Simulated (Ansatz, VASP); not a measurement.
SnO2: VASP beside Ansatz

```
Sn O
1.0
     4.73800    0.00000    0.00000
     0.00000    4.73800    0.00000
     0.00000    0.00000    3.18650
Sn O
2 4
Direct
  0.00000 0.00000 0.00000
  0.50000 0.50000 0.50000
  0.30710 0.30710 0.00000
  0.19290 0.80710 0.50000
  0.69290 0.69290 0.00000
  0.80710 0.19290 0.50000
```

Alike in both runs: task relaxation of cell and atoms; functional PBE; k mesh 6 × 6 × 8; no spin polarisation.

|  | VASP | Ansatz |
| --- | --- | --- |
| version | VASP 6.6.1 | Ansatz 0.2.0 |
| potentials or method | VASP PAW PBE potentials, release 64 (Sn_d, O), cutoff 600 eV | plane waves, PAW |
| occupations | gaussian, width 0.01 eV | fixed |
| valence electrons in the cell | 52 | 52 |

|  | VASP | Ansatz | Ansatz less VASP |
| --- | --- | --- | --- |
| relaxed volume (Å³/atom) | 12.61 | 12.58 | -0.036 |
| relaxed cell length with the largest relative difference (Å) | 3.243 | 3.238 | -0.0053 |
